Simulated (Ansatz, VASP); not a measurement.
## Two plane-wave programs on NaF

```xyz
2
Lattice="0.0000 2.2859 2.2859 2.2859 0.0000 2.2859 2.2859 2.2859 0.0000" Properties=species:S:1:pos:R:3 pbc="T T T"
Na    0.0000    0.0000    0.0000
F     2.2859    2.2859    2.2859
```

Alike in both runs: task single point; functional PBE; k mesh 6 × 6 × 6; occupations gaussian, width 0.1 eV; no spin polarisation.

```csv
,VASP,Ansatz
version,VASP 6.6.1,Ansatz 0.2.0
potentials or method,"VASP PAW PBE potentials, release 64 (Na_pv, F), cutoff 600 eV","scalar-relativistic, plane waves, PAW"
valence electrons in the cell,14,16
```

```tsv
	VASP	Ansatz	Ansatz less VASP
gap on the k mesh at the Fermi level (eV)	6.53	6.54	+0.014
least direct gap on the mesh (eV)	6.53	6.54	+0.014
pressure (GPa)	4.3	4.5	+0.21
```

The functional is the same, so the differences come from potentials, cutoffs and numerics. VASP's potentials hold 14 valence electrons a cell and Ansatz's 16, so a difference there can come from the potentials and not from the codes.
